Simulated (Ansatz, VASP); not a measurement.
Rh in VASP and in Ansatz

Contents of INCAR:

```
ALGO = Fast
EDIFF = 1E-7
ENCUT = 520
GGA = PE
ISIF = 2
ISMEAR = 0
LASPH = True
LCHARG = False
LREAL = False
LWAVE = False
NBANDS = 14
NELM = 60
PREC = Accurate
SIGMA = 0.020999999999999998
```

KPOINTS

```
k-points
0
Gamma
  12 12 12
```

The input POSCAR:

```
Rh
1.0
    0.0000000000      1.8978500000      1.8978500000
    1.8978500000      0.0000000000      1.8978500000
    1.8978500000      1.8978500000      0.0000000000
Rh
1
Direct
    0.0000000000      0.0000000000      0.0000000000
```

input.yaml

```yaml
crystal:
  lattice:
    - [0.0, 1.89785, 1.89785]
    - [1.89785, 0.0, 1.89785]
    - [1.89785, 1.89785, 0.0]
  atoms:
    - { symbol: Rh, position: [0.0, 0.0, 0.0] }
kpoints:
  mp_grid: { grid: [12, 12, 12] }
scf:
  occupations: { method: gaussian, width: 0.021 }
hamiltonian:
  xc: pbe
  pseudopotentials: { kind: all_electron, lapw: { basis_error: 0.001 } }
output:
  forces: true
  stress: true
  eigenvalues: true
```

Alike in both runs: task single point; functional PBE; k mesh 12 × 12 × 12; occupations gaussian, width 0.021 eV; no spin polarisation.

```csv
,VASP,Ansatz
version,VASP 6.6.1,Ansatz 0.2.0
potentials or method,"VASP PAW PBE potentials, release 64 (Rh_pv), cutoff 520 eV","all-electron LAPW, scalar-relativistic"
```

Ansatz gave:

* gap on the k mesh at the Fermi level (eV): none
* pressure (GPa): 7.2

**Question.** Estimate VASP's values.

**Answer.** gap on the k mesh at the Fermi level (eV): none; pressure (GPa): 7.3.

A gap of «none» marks a metal or a gap that the smearing closes. Ansatz ran all-electron here, and VASP with PAW potentials.
